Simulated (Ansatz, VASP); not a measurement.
# Li2Ge2N3: VASP beside Ansatz

```
CELL_PARAMETERS angstrom
-2.00834 2.00834 4.78405
2.00834 -2.00834 4.78405
2.00834 2.00834 -4.78405
ATOMIC_POSITIONS crystal
Li 0.50000 0.00000 0.50000
Li 0.00000 0.50000 0.50000
Ge 0.80304 0.80304 0.00000
Ge 0.19696 0.19696 0.00000
N 0.75000 0.25000 0.50000
N 0.25000 0.75000 0.50000
N 0.00000 0.00000 0.00000
```

Alike in both runs: functional PBE; k mesh 5 × 5 × 5; occupations gaussian, width 0.2 eV; no spin polarisation.

Ansatz relaxed the structure, and its values are those at the end. VASP's run is a single point on that final structure, the one shown.

|  | VASP | Ansatz |
| --- | --- | --- |
| version | VASP 6.6.1 | Ansatz 0.2.0 |
| potentials or method | VASP PAW PBE potentials, release 64 (Li_sv, Ge_d, N), cutoff 520 eV | scalar-relativistic, plane waves, PAW |
| valence electrons in the cell | 49 | 49 |

```tsv
	VASP	Ansatz	Ansatz less VASP
gap on the k mesh at the Fermi level (eV)	none	none	-
rms of the force components (eV/Å)	0.007	0.004	-0.0024
```

A gap of «none» marks a metal or a gap that the smearing closes. With one functional, cell and mesh, what is left measures potentials, basis and numerics.

The k mesh is coarse, so the values compare programs but aren't converged. Noted on VASP's run: the cutoff is short for stress, so the pressure is rough.
